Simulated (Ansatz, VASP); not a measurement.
Al2O3 in VASP and in Ansatz

INCAR

```
ALGO = Normal
EDIFF = 1E-6
ENCUT = 520
GGA = CA
ISIF = 2
ISMEAR = 0
LASPH = T
LCHARG = F
LREAL = F
LWAVE = F
NBANDS = 20
NELM = 100
PREC = Accurate
SIGMA = 0.05
```

Contents of KPOINTS:

```
k-points
0
Gamma
  12 12 4
```

The input POSCAR:

```
Al2O3
1.0
    2.9180963058      0.0000000000      0.0000000000
   -1.4590481529      2.5271455315      0.0000000000
    0.0000000000      0.0000000000      8.8349289059
Al O
2 3
Direct
    0.0000000000      0.0000000000      0.1469612859
    0.0000000000      0.0000000000      0.8530387141
    0.3333333333      0.6666666667      0.2184227737
    0.6666666667      0.3333333333      0.0000000000
    0.3333333333      0.6666666667      0.7815772263
```

Input for Ansatz:

```yaml
crystal:
  lattice:
    - [2.9180963058, 0.0, 0.0]
    - [-1.4590481529, 2.5271455315, 0.0]
    - [0.0, 0.0, 8.8349289059]
  atoms:
    - { symbol: Al, position: [0.0, 0.0, 0.1469612859] }
    - { symbol: Al, position: [0.0, 0.0, 0.8530387141] }
    - { symbol: O, position: [0.3333333333, 0.6666666667, 0.2184227737] }
    - { symbol: O, position: [0.6666666667, 0.3333333333, 0.0] }
    - { symbol: O, position: [0.3333333333, 0.6666666667, 0.7815772263] }
basis:
  ecutwfc: 420
kpoints:
  mp_grid: { grid: [12, 12, 4] }
hamiltonian:
  xc: lda
scf:
  occupations: { method: gaussian, width: 0.05 }
output:
  forces: true
  stress: true
  eigenvalues: true
```

Alike in both runs: task single point; functional LDA; k mesh 12 × 12 × 4; occupations gaussian, width 0.05 eV; no spin polarisation.

|  | VASP | Ansatz |
| --- | --- | --- |
| version | VASP 6.6.1 | Ansatz 0.2.0 |
| potentials or method | VASP PAW LDA potentials, release 64 (Al, O), cutoff 520 eV | scalar-relativistic, plane waves, PAW |
| valence electrons in the cell | 24 | 24 |

```csv
,VASP,Ansatz,Ansatz less VASP
gap on the k mesh at the Fermi level (eV),4.26,4.29,+0.032
least direct gap on the mesh (eV),4.54,4.56,+0.018
pressure (GPa),-3.3,-3.9,-0.62
"traceless stress, the component that is largest in VASP (GPa)",12.79,13.32,+0.529
rms of the force components (eV/Å),0.487,0.487,+0.0001
```

LDA's correlation is that of Perdew and Zunger in VASP and of Perdew and Wang (1992) in Ansatz. Atom by atom the forces differ by 0.010 eV/Å (rms over components).
